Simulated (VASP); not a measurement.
Input of a VASP 6.6.1 run:

File POSCAR:

```
Ag
1.0
   -3.3063592830      3.3063592830      3.3063592830
    3.3063592830     -3.3063592830      3.3063592830
    3.3063592830      3.3063592830     -3.3063592830
Ag
8
Direct
    0.5000000000      0.0000000000      0.4538186822
    0.4538186822      0.5000000000      0.0000000000
    0.0000000000      0.9538186822      0.5000000000
    0.9538186822      0.5000000000      0.0000000000
    0.0000000000      0.4538186822      0.5000000000
    0.5000000000      0.0000000000      0.9538186822
    0.5461813178      0.5461813178      0.5461813178
    0.0461813178      0.0461813178      0.0461813178
```

The input INCAR.step1:

```
PREC = Accurate ; ENCUT = 520
ISMEAR = 0 ; SIGMA = 0.1
LREAL = False ; LASPH = True
NELM = 100 ; NBANDS = 54
GGA = PE ; ALGO = Normal
EDIFF = 1E-4 ; LWAVE = True
LCHARG = False
```

INCAR.step2

```
PREC = Accurate ; ENCUT = 520
EDIFF = 1E-7 ; ISMEAR = 0
SIGMA = 0.1 ; LREAL = False
LASPH = True ; NELM = 100
ALGO = Normal ; ISIF = 2
LWAVE = False ; LCHARG = True
METAGGA = R2SCAN ; LMIXTAU = True
LELF = True ; LVHAR = True
NBANDS = 54 ; ISTART = 1
```

The input KPOINTS:

```
regular mesh
0
Gamma
  8 8 8
```

Potentials or basis: VASP PAW PBE potentials, release 64 (Ag).

Launch:

```console
$ cat potpaw_PBE.64/Ag/POTCAR > POTCAR
$ cp INCAR.step1 INCAR
$ mpirun -np 1 vasp_std > vasp.out
$ cp INCAR.step2 INCAR
$ mpirun -np 1 vasp_std > vasp.out
```

Task: Estimate the largest force.

Result: 0.008 eV/Å.

Task: Estimate the pressure.

Result: -2.9 GPa.

Forces on the atoms (eV/Å):
```
Ag  -0.005 -0.005  0.005
Ag   0.005 -0.005 -0.005
Ag  -0.005  0.005 -0.005
Ag   0.005 -0.005 -0.005
Ag  -0.005  0.005 -0.005
Ag  -0.005 -0.005  0.005
Ag   0.005  0.005  0.005
Ag   0.005  0.005  0.005
```

Caveat: the PAW data sets were made with another functional, which shifts forces and pressure a little.
